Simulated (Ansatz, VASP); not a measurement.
# One calculation of PbS, two programs

```
Pb S
1.0
     0.00000    2.96500    2.96500
     2.96500    0.00000    2.96500
     2.96500    2.96500    0.00000
Pb S
1 1
Direct
  0.50000 0.50000 0.50000
  0.00000 0.00000 0.00000
```

Alike in both runs: task single point; functional PBE; k mesh 8 × 8 × 8; occupations gaussian, width 0.05 eV; no spin polarisation.

|  | VASP | Ansatz |
| --- | --- | --- |
| version | VASP 6.6.1 | Ansatz 0.2.0 |
| potentials or method | VASP PAW PBE potentials, release 64 (Pb_d, S), cutoff 520 eV | scalar-relativistic, plane waves, PAW |
| valence electrons in the cell | 20 | 20 |

|  | VASP | Ansatz | Ansatz less VASP |
| --- | --- | --- | --- |
| gap on the k mesh at the Fermi level (eV) | 0.36 | 0.35 | -0.007 |
| least direct gap on the mesh (eV) | 0.36 | 0.35 | -0.007 |
| pressure (GPa) | 2.2 | 2.3 | +0.08 |

Neither program's run includes spin-orbit coupling.
